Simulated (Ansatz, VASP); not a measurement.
**Two plane-wave programs on GaN**

```
Ga N
1.0
     3.18282    0.00000    0.00000
    -1.59141    2.75640    0.00000
     0.00000    0.00000    5.18567
Ga N
2 2
Cartesian
  0.0000 1.8376 -0.0470
  1.5914 0.9188 2.5459
  0.0000 1.8376 2.0020
  1.5914 0.9188 4.5948
```

Change from the starting cell: polar distortion scaled by 0.85.

Alike in both runs: task single point; functional r2SCAN; k mesh 12 × 12 × 6; no spin polarisation.

|  | VASP | Ansatz |
| --- | --- | --- |
| version | VASP 6.6.1 | Ansatz 0.2.0 |
| potentials or method | VASP PAW PBE potentials, release 64 (Ga_d, N), cutoff 520 eV | scalar-relativistic, plane waves, PAW |
| occupations | gaussian, width 0.01 eV | fixed |
| valence electrons in the cell | 36 | 36 |

|  | VASP | Ansatz | Ansatz less VASP |
| --- | --- | --- | --- |
| gap on the k mesh at the Fermi level (eV) | 2.24 | 2.24 | +0.004 |
| least direct gap on the mesh (eV) | 2.24 | 2.24 | +0.004 |
| pressure (GPa) | 2.0 | 0.9 | -1.13 |
| traceless stress, the component that is largest in VASP (GPa) | -5.82 | -5.48 | +0.344 |
| rms of the force components (eV/Å) | 0.523 | 0.508 | -0.0153 |

VASP's potentials were made for PBE, not for r2SCAN. Atom by atom the forces differ by 0.015 eV/Å (rms over components).
